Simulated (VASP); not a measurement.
# CdHg3Se4 (I-42m) in VASP: notebook, part 2 of 2

VASP 6.6.1. Earlier steps stand in the parts before.

## (5) Single point, PBE

This run uses another cell than the first one, of 30.43 Å³/atom.

INCAR

```
SYSTEM = CdHg3Se4
PREC = Accurate
ENCUT = 520
EDIFF = 1E-6
ISMEAR = 0
SIGMA = 0.1
LREAL = .False.
LASPH = .True.
NELM = 60
ALGO = Normal
ISIF = 2
LWAVE = .False.
LCHARG = .False.
GGA = PE
NBANDS = 46
```

KPOINTS

```
regular mesh
0
Gamma
  8 8 8
  0 0 0
```

POSCAR

```
CdHg3Se4
1.0
   -3.1218975335      3.1218975335      6.2454382727
    3.1218975335     -3.1218975335      6.2454382727
    3.1218975335      3.1218975335     -6.2454382727
Cd Hg Se
1 3 4
Direct
    0.5000000000      0.5000000000      0.0000000000
    0.0000000000      0.0000000000      0.0000000000
    0.7500000000      0.2500000000      0.5000000000
    0.2500000000      0.7500000000      0.5000000000
    0.3757879103      0.3757879103      0.5030927285
    0.1273048182      0.6242120897      0.0000000000
    0.8726951818      0.8726951818      0.4969072715
    0.6242120897      0.1273048182      0.0000000000
```

Potentials or basis: VASP PAW PBE potentials, release 64 (Cd, Hg, Se).

The run is started by

```
$ cat potpaw_PBE.64/Cd/POTCAR potpaw_PBE.64/Hg/POTCAR potpaw_PBE.64/Se/POTCAR > POTCAR
$ mpirun -np 1 vasp_std > vasp.out
```

OUTCAR:

```text
SYSTEM = CdHg3Se4
   PREC = Accurate
   ENCUT = 520
   EDIFF = 1E-6
   ISMEAR = 0
   LREAL = .False.
   LASPH = .True.
   NELM = 60
   ISIF = 2
   GGA = PE

 ion  position               nearest neighbor table
   1  0.500  0.500  0.000-   5 2.69   6 2.69   7 2.69   8 2.69
   2  0.000  0.000  0.000-   5 2.71   6 2.71   8 2.71   7 2.71
   3  0.750  0.250  0.500-   5 2.71   6 2.71   7 2.71   8 2.71
   4  0.250  0.750  0.500-   5 2.71   7 2.71   8 2.71   6 2.71
   5  0.376  0.376  0.503-   1 2.69   3 2.71   4 2.71   2 2.71
   6  0.127  0.624  0.000-   1 2.69   4 2.71   3 2.71   2 2.71
   7  0.873  0.873  0.497-   1 2.69   3 2.71   4 2.71   2 2.71
   8  0.624  0.127  0.000-   1 2.69   3 2.71   4 2.71   2 2.71

  LATTYP: Found a body centered tetragonal cell.
[... 1388 lines left out ...]
  in kB        2.0525243      2.0525243      2.0532903      0.0000000      0.0000000      0.0000000
  external PRESSURE =       2.0527796 kB  Pullay stress =       0.0000000 kB

 VOLUME and BASIS-vectors are now :
 -----------------------------------------------------------------------------
  energy-cutoff  :      520.00
  volume of cell :      243.48
      direct lattice vectors                 reciprocal lattice vectors
    -3.121897533  3.121897533  6.245438273     0.000000000  0.160159004  0.080058433
     3.121897533 -3.121897533  6.245438273     0.160159004  0.000000000  0.080058433
     3.121897533  3.121897533 -6.245438273     0.160159004  0.160159004  0.000000000

 POSITION                                       TOTAL-FORCE (eV/Angst)
 -----------------------------------------------------------------------------------
      0.00000      0.00000      6.24544         0.000000      0.000000      0.000000
      0.00000      0.00000      0.00000         0.000000      0.000000      0.000000
      0.00000      3.12190      3.12272         0.000000      0.000000      0.000000
      3.12190      0.00000      3.12272         0.000000      0.000000      0.000000
      1.57060      1.57060      1.55189        -0.000978     -0.000978      0.001323
      1.55129     -1.55129      4.69355         0.000978     -0.000978     -0.001323
      1.55129      1.55129      7.79732         0.000978      0.000978      0.001323
     -1.55129      1.55129      4.69355        -0.000978      0.000978     -0.001323
 -----------------------------------------------------------------------------------
    total drift:                               -0.000002     -0.000002     -0.000002

  FREE ENERGIE OF THE ION-ELECTRON SYSTEM (eV)
  ---------------------------------------------------
  free  energy   TOTEN  =       -17.7417442666 eV

  energy  without entropy=      -17.7411827826  energy(sigma->0) =      -17.74146352
```

OSZICAR:

```text
N       E                     dE             d eps       ncg     rms          rms(c)
DAV:   1     0.514095906731E+03    0.51410E+03   -0.33042E+04  5428   0.139E+03
DAV:   2     0.155701664198E+02   -0.49853E+03   -0.48205E+03  5886   0.334E+02
DAV:   3    -0.186086197825E+02   -0.34179E+02   -0.33912E+02  6430   0.836E+01
DAV:   4    -0.190332958918E+02   -0.42468E+00   -0.42392E+00  6128   0.895E+00
DAV:   5    -0.190373741343E+02   -0.40782E-02   -0.40779E-02  6326   0.851E-01    0.125E+01
DAV:   6    -0.177554335524E+02    0.12819E+01   -0.27482E+00  6718   0.134E+01    0.100E+01
DAV:   7    -0.177520465677E+02    0.33870E-02   -0.11926E+00  5926   0.428E+00    0.449E+00
DAV:   8    -0.177455629843E+02    0.64836E-02   -0.18350E-01  6108   0.321E+00    0.645E-01
DAV:   9    -0.177415046026E+02    0.40584E-02   -0.33140E-02  6236   0.160E+00    0.202E-01
DAV:  10    -0.177416632190E+02   -0.15862E-03   -0.19122E-03  5980   0.273E-01    0.834E-02
DAV:  11    -0.177417441202E+02   -0.80901E-04   -0.63484E-04  6352   0.150E-01    0.358E-02
DAV:  12    -0.177417481338E+02   -0.40136E-05   -0.10735E-04  5938   0.514E-02    0.216E-02
DAV:  13    -0.177417440643E+02    0.40695E-05   -0.18206E-05  6150   0.221E-02    0.799E-03
DAV:  14    -0.177417442666E+02   -0.20229E-06   -0.54676E-06  5426   0.116E-02
   1 F= -.17741744E+02 E0= -.17741464E+02  d E =-.561484E-03
```

It took 7.1 min on 1 thread of Intel Xeon 6975P-C (Granite Rapids), shared host; peak memory 0.89 GiB.

What came out:

| Property | Result |
| --- | --- |
| Free energy | -17.7417 eV |
| Pressure | 0.2 GPa |
| Band gap on the k mesh | zero (filled and empty bands touch) |

Caveat: semilocal functionals underestimate gaps, and a narrow one can read as zero; spin-orbit coupling is left out, which moves the levels of the heavy elements.

## (6) The runs side by side

```csv
task,cell,k mesh,cutoff (eV),gap on the mesh (eV),pressure (GPa),largest force (eV/Å)
single point,"a = 7.373 Å, angles 131.8, 131.8, 70.5°, 8 atoms, atomic positions A",4 × 4 × 4,520,none,6.6,0.17
single point,"a = 7.667 Å, angles 131.8, 131.8, 70.5°, 8 atoms, atomic positions B",4 × 4 × 4,520,none,-0.1,0.01
relaxation of cell and atoms,"relaxed from a = 7.373 Å, angles 131.8, 131.8, 70.5°, 8 atoms, atomic positions A",4 × 4 × 4,600,none,-0.1,-
single point,"a = 7.648 Å, angles 131.8, 131.8, 70.5°, 8 atoms, atomic positions C",8 × 8 × 8,520,none,0.2,-
```

Alike in all rows: level PBE; potentials or basis VASP PAW PBE potentials, release 64 (Cd, Hg, Se); no spin polarisation; smearing gaussian 0.1 eV.

Caveats: semilocal functionals underestimate gaps, and a narrow one can read as zero; spin-orbit coupling is left out, which moves the levels of the heavy elements; the cell stands under pressure (at least some runs).

Absolute energies hang on the potentials; compare differences alone.
